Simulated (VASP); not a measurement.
Mg2C:

```
Mg C
1.0
     3.45637    0.00000    0.00000
    -1.72818    2.99330    0.00000
     0.00000    0.00000    4.69939
Mg C
2 1
Direct
  0.33333 0.66667 0.79383
  0.66667 0.33333 0.20617
  0.00000 0.00000 0.00000
```

| Quantity | Value |
| --- | --- |
| Program | VASP 6.6.1 |
| Task | relaxation of cell and atoms |
| Functional | PBE |
| Dispersion | D3(BJ) |
| Potentials or basis | VASP PAW PBE potentials, release 64 (Mg, C) |
| Cutoff | 600 eV |
| k mesh | 18 × 18 × 10 |
| Occupations | gaussian, width 0.1 eV |
| Spin | no spin polarisation |

At the start: pressure -0.1 GPa; volume 16.21 Å³/atom.

Problem. Where does the relaxation end?

Solution. Over 10 steps the energy falls by 2.1 meV/atom and the volume is 16.16 Å³/atom (-0.3 %); space group P-3m1 (No. 164, to 0.05 Å).

Step by step:
| step | energy change (eV) | largest force (eV/Å) | pressure (GPa) | volume (Å³) |
| --- | --- | --- | --- | --- |
| 1 | 0.0000 | 0.1423 | -0.09 | 48.62 |
| 2 | -0.0030 | 0.0784 | 0.14 | 48.56 |
| 3 | -0.0051 | 0.0690 | 0.62 | 48.41 |
| 4 | -0.0058 | 0.0363 | -0.24 | 48.88 |
| 5 | -0.0060 | 0.0465 | 0.03 | 48.73 |
| 6 | -0.0061 | 0.0234 | -0.05 | 48.71 |
| 7 | -0.0062 | 0.0004 | -0.12 | 48.70 |
| 8 | -0.0063 | 0.0022 | 0.00 | 48.57 |
| 9 | -0.0063 | 0.0030 | 0.06 | 48.52 |
| 10 | -0.0063 | 0.0040 | 0.04 | 48.47 |

Final structure:
```
CELL_PARAMETERS angstrom
3.48559 0.00000 0.00000
-1.74280 3.01861 0.00000
0.00000 0.00000 4.60673
ATOMIC_POSITIONS crystal
Mg 0.33333 0.66667 0.79695
Mg 0.66667 0.33333 0.20305
C 0.00000 0.00000 0.00000
```

Caveat: pairwise dispersion overbinds metals, which lowers pressure and volume.
